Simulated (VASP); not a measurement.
Input of a VASP 6.6.1 run:

The input INCAR:

```
ALGO = Normal
EDIFF = 1E-6
ENCUT = 520
GGA = PE
ISIF = 2
ISMEAR = 0
LASPH = T
LCHARG = F
LREAL = F
LWAVE = F
NBANDS = 18
NELM = 100
PREC = Accurate
SIGMA = 0.05
```

KPOINTS

```
k-points
0
Gamma
  12 12 8
```

Contents of POSCAR:

```
PtS2
1.0
    3.4546194889      0.0000000000      0.0000000000
   -1.7273097444      2.9917882378      0.0000000000
    0.0000000000      0.0000000000      5.0388000000
Pt S
1 2
Direct
    0.0000000000      0.0000000000      0.0000000000
    0.3333333333      0.6666666667      0.2500000000
    0.6666666667      0.3333333333      0.7500000000
```

Potentials or basis: VASP PAW PBE potentials, release 64 (Pt, S).

The run is started by

```sh
$ cat potpaw_PBE.64/Pt/POTCAR potpaw_PBE.64/S/POTCAR > POTCAR
$ mpirun -np 1 vasp_std > vasp.out
```

(1) What does it give for the band gap on the k mesh?

(2) Predict the largest force.

(3) Predict the pressure.

Answers

(1) 0.70 eV, indirect (least direct gap 0.90 eV).

(2) 0.237 eV/Å.

(3) 11.1 GPa.

Caveat: the cell differs from its parent crystal (strain -0.025 along x and y, +0.000 along z); spin-orbit coupling is left out, which moves the levels of the heavy elements.
